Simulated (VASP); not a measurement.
# Y (P6_3/mmc) in VASP: a series of runs

Aim: see how the results for Y move with the level of theory and the settings. Levels: LDA, PBE, PBEsol. Tasks: relaxation of cell and atoms, single point.

Program: VASP 6.6.1. These are calculated values, not measurements. Logs are shortened: lines on timing, memory, paths and dates and some standing lists are left out, and cuts for length are marked.

## 1. The cell of the first run

It takes space group P6_3/mmc (No. 194, hexagonal). The conventional cell has a = 3.643 Å, b = 3.643 Å, c = 11.844 Å, α = 90.00°, β = 90.00°, γ = 120.00°. Y (site symmetry -6m2) has 12 Y at 3.63 to 3.64 Å within 4.8 Å. Within 4.8 Å of Y (site symmetry -3m) lie 12 Y at 3.63 to 3.64 Å.

## 2. Relaxation of cell and atoms, LDA

INCAR

```
PREC = Accurate
ENCUT = 600
EDIFF = 1E-6
ISMEAR = -1
SIGMA = 0.05
LREAL = F
LASPH = T
NELM = 80
ALGO = Fast
ISIF = 3
LWAVE = F
LCHARG = F
GGA = CA
IBRION = 2
NSW = 60
EDIFFG = -0.01
```

KPOINTS

```
Automatic mesh
0
Gamma
  8 8 3
```

POSCAR

```
Y
1.0
    3.6425441402      0.0000000000      0.0000000000
   -1.8212720701      3.1545357598      0.0000000000
    0.0000000000      0.0000000000     11.8441303500
Y
4
Direct
    0.6666666667      0.3333333333      0.7500000000
    0.0000000000      0.0000000000      0.5000000000
    0.3333333333      0.6666666667      0.2500000000
    0.0000000000      0.0000000000      0.0000000000
```

Potentials or basis: VASP PAW LDA potentials, release 64 (Y_sv).

Launch:

```sh
$ cat potpaw_LDA.64/Y_sv/POTCAR > POTCAR
$ mpirun -np 1 vasp_std > vasp.out
```

OUTCAR:

```text
PREC = Accurate
   ENCUT = 600
   EDIFF = 1E-6
   ISMEAR = -1
   LREAL = F
   LASPH = T
   NELM = 80
   ISIF = 3
   GGA = CA
   IBRION = 2
   NSW = 60
   EDIFFG = -0.01

 ion  position               nearest neighbor table
   1  0.667  0.333  0.750-   2 3.63   4 3.63   2 3.63   4 3.63   2 3.63   4 3.63
   2  0.000  0.000  0.500-   1 3.63   3 3.63   3 3.63   1 3.63   1 3.63   3 3.63
   3  0.333  0.667  0.250-   2 3.63   4 3.63   2 3.63   4 3.63   2 3.63   4 3.63
   4  0.000  0.000  0.000-   1 3.63   3 3.63   3 3.63   1 3.63   1 3.63   3 3.63

  LATTYP: Found a hexagonal cell.
 ALAT       =     3.6425441402
 C/A-ratio  =     3.2516092857

  Lattice vectors:

 A1 = (   3.6425441402,   0.0000000000,   0.0000000000)
 A2 = (  -1.8212720701,   3.1545357598,   0.0000000000)
 A3 = (   0.0000000000,   0.0000000000,  11.8441303500)

Analysis of symmetry for initial positions (statically):
=====================================================================
 Subroutine PRICEL returns:
 Original cell was already a primitive cell.

 Routine SETGRP: Setting up the symmetry group for a
 hexagonal supercell.

 Subroutine GETGRP returns: Found 24 space group operations
 (whereof 12 operations were pure point group operations)
 out of a pool of 24 trial point group operations.

The static configuration has the point symmetry D_3d.
 The point group associated with its full space group is D_6h.

Analysis of symmetry for dynamics (positions and initial velocities):
=====================================================================
 Subroutine PRICEL returns:
 Original cell was already a primitive cell.

 Routine SETGRP: Setting up the symmetry group for a
 hexagonal supercell.

 Subroutine GETGRP returns: Found 24 space group operations
 (whereof 12 operations were pure point group operations)
 out of a pool of 24 trial point group operations.

The dynamic configuration has the point symmetry D_3d.
 The point group associated with its full space group is D_6h.

 Subroutine INISYM returns: Found 24 space group operations
 (whereof 12 operations are pure point group operations),
 and found     1 'primitive' translations

----------------------------------------------------------------------------------------

                                     Primitive cell

  volume of cell :     136.0954

  direct lattice vectors                    reciprocal lattice vectors
     3.642544140  0.000000000  0.000000000     0.274533392  0.158501928  0.000000000
    -1.821272070  3.154535760  0.000000000     0.000000000  0.317003856  0.000000000
     0.000000000  0.000000000 11.844130350     0.000000000  0.000000000  0.084430006

  length of vectors
     3.642544140  3.642544140 11.844130350     0.317003856  0.317003856  0.084430006

[... 68 lines left out ...]
   NGXF,Y,Z  is equivalent  to a cutoff of  27.38, 27.38, 26.95 a.u.
 SYSTEM =  unknown system
   PREC   = accura    normal or accurate (medium, high low for compatibility)
   ISTART =      0    job   : 0-new  1-cont  2-samecut
   ICHARG =      2    charge: 1-file 2-atom 10-const
   ISPIN  =      1    spin polarized calculation?
   LNONCOLLINEAR =      F non collinear calculations
   LSORBIT =      F    spin-orbit coupling
   LASPH  =      T    aspherical Exc in radial PAW
   ENCUT  =  600.0 eV  44.10 Ry    6.64 a.u.   7.28  7.28 23.66*2*pi/ulx,y,z
   NELM   =     80;   NELMIN=  2; NELMDL= -5     # of ELM steps
   EDIFF  = 0.1E-05   stopping-criterion for ELM
   LREAL  =      F    real-space projection
   EDIFFG = -.1E-01   stopping-criterion for IOM
   NSW    =     60    number of steps for IOM
   IBRION =      2    ionic relax: 0-MD 1-quasi-New 2-CG
   NFREE  =      1    steps in history (QN), initial steepest desc. (CG)
   ISIF   =      3    stress and relaxation
   ISYM   =      2    0-nonsym 1-usesym 2-fastsym
   POTIM  = 0.5000    time-step for ionic-motion
   TEBEG  =    0.0;   TEEND  =   0.0 temperature during run
   PSTRESS=    0.0 pullay stress
   NELECT =      44.0000    total number of electrons
   NUPDOWN=      -1.0000    fix difference up-down
   EMIN   =  10.00;   EMAX   =-10.00  energy-range for DOS
   EFERMI =   0.00;   METHOD = LEGACY
   ISMEAR =    -1;   SIGMA  =   0.05  broadening in eV -4-tet -1-fermi 0-gaus
   EFERMI_NEDOS =   21; number of points for ismear=-14 and -15
   IALGO  =     68    algorithm
   IMIX   =      4    mixing-type and parameters
     AMIX     =   0.40;   BMIX     =  1.00
     AMIX_MAG =   1.60;   BMIX_MAG =  1.00
  volume/ion in A,a.u.               =      34.02       229.60
  Fermi-wavevector in a.u.,A,eV,Ry     =   1.123599  2.123294 17.177003  1.262474
  Thomas-Fermi vector in A             =   2.260266
   LORBIT       =      0    0 simple, 1 ext, 2 COOP (PROOUT), +10 PAW based schemes
   GGA     = CA    functional components
   LHFCALC =     F    Hartree Fock is set to
   AEXX    =    0.0000 exact exchange contribution
   IVDW    =     0    specifies the selected vdW correction
   LEPSILON=     F    determine dielectric tensor
   LRPA    =     F    only Hartree local field effects (RPA)
 conjugate gradient relaxation of ions
 non-spin polarized calculation
 RMM-DIIS sequential band-by-band and
  energy-cutoff  :      600.00
  volume of cell :      136.10
 maximum number of plane-waves:      4613
 NGX is ok and might be reduce to    30
   NGX = 15   NGY = 15   NGZ = 47

--------------------------------------- Ionic step        1  -------------------------------------------

 number of electron      44.0000000 magnetization

 Free energy of the ion-electron system (eV)
  ---------------------------------------------------
  ext. energy  EPLUGINS =         0.00000000
  ---------------------------------------------------
  free energy    TOTEN  =       -27.49901828 eV

  energy without entropy =      -27.43910132  energy(sigma->0) =      -27.46905980

 E-fermi :   2.6908     XC(G=0):  -9.5035

 val. band max:        2.6391169331   @ k =   0.2500  -0.0000   0.3333
 cond. band min:       2.6927865709   @ k =   0.2500   0.2500   0.3333
 fundamental gap:      0.0536696378
 Fermi energy:         2.6908259112

 k-point     1 :       0.0000    0.0000    0.0000
  band No.  band energies     occupation
      1     -39.8646      2.00000
      2     -39.8426      2.00000
      3     -39.8290      2.00000
      4     -39.8069      2.00000
      5     -20.2066      2.00000
      6     -19.9755      2.00000
[... 872 lines left out ...]
--------------------------------------- Ionic step        9  -------------------------------------------

 number of electron      44.0000000 magnetization

 Free energy of the ion-electron system (eV)
  ---------------------------------------------------
  ext. energy  EPLUGINS =         0.00000000
  ---------------------------------------------------
  free energy    TOTEN  =       -27.83829285 eV

  energy without entropy =      -27.79140525  energy(sigma->0) =      -27.81484905

 E-fermi :   3.4228     XC(G=0): -10.0830

 val. band max:        3.3885377280   @ k =   0.2500   0.1250   0.0000
 cond. band min:       3.4233608416   @ k =   0.1250   0.1250   0.3333
 fundamental gap:      0.0348231136
 Fermi energy:         3.4227990046

 k-point     1 :       0.0000    0.0000    0.0000
  band No.  band energies     occupation
      1     -38.7898      2.00000
      2     -38.7358      2.00000
      3     -38.7353      2.00000
      4     -38.6806      2.00000
      5     -19.3276      2.00000
      6     -18.9383      2.00000
[... 600 lines left out ...]
  FREE ENERGIE OF THE ION-ELECTRON SYSTEM (eV)
  ---------------------------------------------------
  free  energy   TOTEN  =       -27.8382928484 eV

  energy  without entropy=      -27.7914052543  energy(sigma->0) =      -27.81484905

 reached required accuracy - stopping structural energy minimisation
```

OSZICAR:

```text
N       E                     dE             d eps       ncg     rms          rms(c)
DAV:   1     0.252087551996E+03    0.25209E+03   -0.24069E+04  1040   0.178E+03
DAV:   2    -0.350892851076E+01   -0.25560E+03   -0.25218E+03  1164   0.394E+02
[... 136 lines left out ...]
RMM:   5    -0.278382476107E+02   -0.13766E-04   -0.44353E-04  1470   0.828E-02    0.230E-02
RMM:   6    -0.278382656755E+02   -0.18065E-04   -0.99350E-05  1608   0.393E-02    0.228E-02
RMM:   7    -0.278383035232E+02   -0.37848E-04   -0.58734E-05  1419   0.562E-02    0.131E-01
RMM:   8    -0.278382908531E+02    0.12670E-04   -0.56902E-05  1382   0.317E-02    0.161E-02
RMM:   9    -0.278382924075E+02   -0.15544E-05   -0.20735E-05  1115   0.154E-02    0.970E-03
RMM:  10    -0.278382928484E+02   -0.44088E-06   -0.46897E-06   827   0.786E-03
   9 F= -.27838293E+02 E0= -.27814849E+02  d E =-.989251E-04
```

Run time: 7 min. Hardware: 1 thread of Intel Xeon 6975P-C (Granite Rapids), shared host; peak memory 0.28 GiB.

What came out:

* Free energy: -27.8383 eV
* Relaxed volume: 29.38 Å³/atom
* Relaxed cell: a = 3.478 Å, b = 3.478 Å, c = 11.221 Å, α = 90.00°, β = 90.00°, γ = 120.00°
* Space group after relaxing (to 0.1 Å): P6_3/mmc (No. 194)
* Energy gained by relaxing: 84.8 meV/atom
* Ionic steps: 9
* Pressure after relaxing: 0.0 GPa
* Band gap on the k mesh: zero (bands 22 and 23 overlap by 1.23 eV)

The path:
| step | energy change (eV) | largest force (eV/Å) | pressure (GPa) | volume (Å³) |
| --- | --- | --- | --- | --- |
| 1 | 0.0000 | 0.0000 | -5.25 | 136.10 |
| 2 | -0.3331 | 0.0000 | 0.89 | 115.30 |
| 3 | -0.3391 | 0.0000 | 0.04 | 117.43 |
| 4 | -0.3390 | 0.0000 | -0.08 | 117.79 |
| 5 | -0.3392 | 0.0000 | -0.12 | 117.79 |
| 6 | -0.3392 | 0.0000 | -0.12 | 117.79 |
| 7 | -0.3392 | 0.0000 | -0.11 | 117.80 |
| 8 | -0.3392 | 0.0000 | -0.12 | 117.80 |
| 9 | -0.3393 | 0.0000 | 0.02 | 117.53 |

Final structure:
```cif
data_structure
_symmetry_space_group_name_H-M 'P 1'
_symmetry_Int_Tables_number 1
_cell_length_a 3.4777
_cell_length_b 3.4777
_cell_length_c 11.2208
_cell_angle_alpha 90.000
_cell_angle_beta 90.000
_cell_angle_gamma 120.000
_cell_volume 117.53
loop_
_atom_site_label
_atom_site_type_symbol
_atom_site_fract_x
_atom_site_fract_y
_atom_site_fract_z
_atom_site_occupancy
Y1 Y 0.66667 0.33333 0.75000 1
Y2 Y 0.00000 0.00000 0.50000 1
Y3 Y 0.33333 0.66667 0.25000 1
Y4 Y 0.00000 0.00000 0.00000 1
```

## 3. Relaxation of cell and atoms, PBE

INCAR

```
PREC = Accurate
ENCUT = 600
EDIFF = 1E-7
ISMEAR = -1
SIGMA = 0.05
LREAL = False
LASPH = True
NELM = 60
ALGO = Normal
ISIF = 3
LWAVE = False
LCHARG = False
GGA = PE
IBRION = 2
NSW = 60
EDIFFG = -0.01
```

KPOINTS is that of step 2.

POSCAR is that of step 2.

Potentials or basis: VASP PAW PBE potentials, release 64 (Y_sv).

Launch:

```sh
$ cat potpaw_PBE.64/Y_sv/POTCAR > POTCAR
$ mpirun -np 1 vasp_std > vasp.out
```

It took 3.5 min on 1 thread of Intel Xeon 6975P-C (Granite Rapids), shared host; peak memory 0.34 GiB.

Results (log left out):

```
Free energy                           : -25.7238 eV
Relaxed volume                        : 32.40 Å³/atom
Relaxed cell                          : a = 3.594 Å, b = 3.594 Å, c = 11.590 Å, α = 90.00°, β = 90.00°, γ = 120.00°
Space group after relaxing (to 0.1 Å) : P6_3/mmc (No. 194)
Energy gained by relaxing             : 9.9 meV/atom
Ionic steps                           : 6
Pressure after relaxing               : 0.0 GPa
Band gap on the k mesh                : zero (bands 22 and 23 overlap by 1.08 eV)
```

The path:
```csv
step,energy change (eV),largest force (eV/Å),pressure (GPa),volume (Å³)
1,0.0000,0.0000,-1.80,136.10
2,-0.0389,0.0000,0.24,128.71
3,-0.0395,0.0000,0.02,129.43
4,-0.0394,0.0000,-0.02,129.57
5,-0.0396,0.0000,-0.03,129.60
6,-0.0396,0.0000,-0.03,129.62
```

Final structure:
```
Y
1.0
     3.59357    0.00000    0.00000
    -1.79678    3.11212    0.00000
     0.00000    0.00000   11.58988
Y
4
Direct
  0.66667 0.33333 0.75000
  0.00000 0.00000 0.50000
  0.33333 0.66667 0.25000
  0.00000 0.00000 0.00000
```

Levels at points of the mesh, in eV from the Fermi level:
```tsv
k point	band 18	band 19	band 20	band 21	band 22	band 23	band 24	band 25	band 26
(0.00, 0.00, 0.00)	-3.35	-3.34	-1.94	0.73	0.78	0.84	1.63	1.63	1.69
(0.50, 0.00, 0.00)	-1.78	-1.32	-1.21	-0.53	-0.46	-0.30	0.41	0.78	1.39
```

## 4. Single point, LDA

INCAR

```
SYSTEM = Y
  PREC = Accurate
  ENCUT = 520
  EDIFF = 1E-7
  ISMEAR = -1
  SIGMA = 0.05
  LREAL = .False.
  LASPH = .True.
  NELM = 100
  ALGO = Normal
  ISIF = 2
  LWAVE = .False.
  LCHARG = .True.
  LELF = .True.
  LVHAR = .True.
  NBANDS = 30
```

KPOINTS

```
Automatic mesh
0
Gamma
  8 8 3
  0 0 0
```

POSCAR is that of step 3.

Potentials or basis: VASP PAW LDA potentials, release 64 (Y_sv).

Launch:

```sh
$ cat potpaw_LDA.64/Y_sv/POTCAR > POTCAR
$ mpirun -np 1 vasp_std > vasp.out
```

Run time: 2.6 min. Hardware: 1 thread of Intel Xeon 8259CL, shared host; peak memory 0.25 GiB.

The run converged. Its results:

```yaml
Free_energy: -27.4991 eV
Pressure: -5.3 GPa
Band_gap_on_the_k_mesh: zero (bands 22 and 23 overlap by 0.99 eV)
```

Stress tensor (GPa, compression positive):
```
-5.09  0.00  0.00
 0.00 -5.09  0.00
 0.00  0.00 -5.59
```

Levels at points of the mesh, in eV from the Fermi level:
```csv
k point,band 20,band 21,band 22,band 23,band 24,band 25
"(0.00, 0.00, 0.00)",-1.92,0.63,0.71,0.76,1.55,1.55
"(0.50, 0.00, 0.00)",-1.19,-0.51,-0.45,-0.28,0.38,0.72
```

Caveat: the cell stands under tension.

(Continued in part 2 of 2.)
